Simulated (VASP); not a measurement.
The system is AgCl.

```
Ag Cl
1.0
    -0.04999    2.99325    2.99325
     2.99325   -0.04999    2.99325
     2.94326    2.94326    0.00000
Ag Cl
1 1
Direct
  0.99431 0.99431 0.00569
  0.25569 0.25569 0.24431
```

This cell differs from its parent crystal: shear xy strain -3.3%.

Base run:

```yaml
Program: VASP 6.6.1
Functional: PBE
Potentials_or_basis: VASP PAW PBE potentials, release 64 (Ag, Cl)
Cutoff: 520 eV
k_mesh: 8 × 8 × 8
Occupations: fermi-dirac, width 0.02 eV
Spin: no spin polarisation
```

Its results: band gap on the k mesh 1.22 eV; pressure 1.0 GPa.

Task: The run is repeated on the same cell with these changes: functional from PBE to r2SCAN; occupations from fermi-dirac, width 0.02 eV to gaussian, width 0.01 eV. What comes out?

Result: Band gap on the k mesh 1.57 eV; pressure -0.1 GPa.

Caveats: the structure was generated, so it needn't be the stable form of AgCl; the PAW data sets were made with another functional, which shifts forces and pressure a little (at least some runs).

A k mesh can miss the band edges.
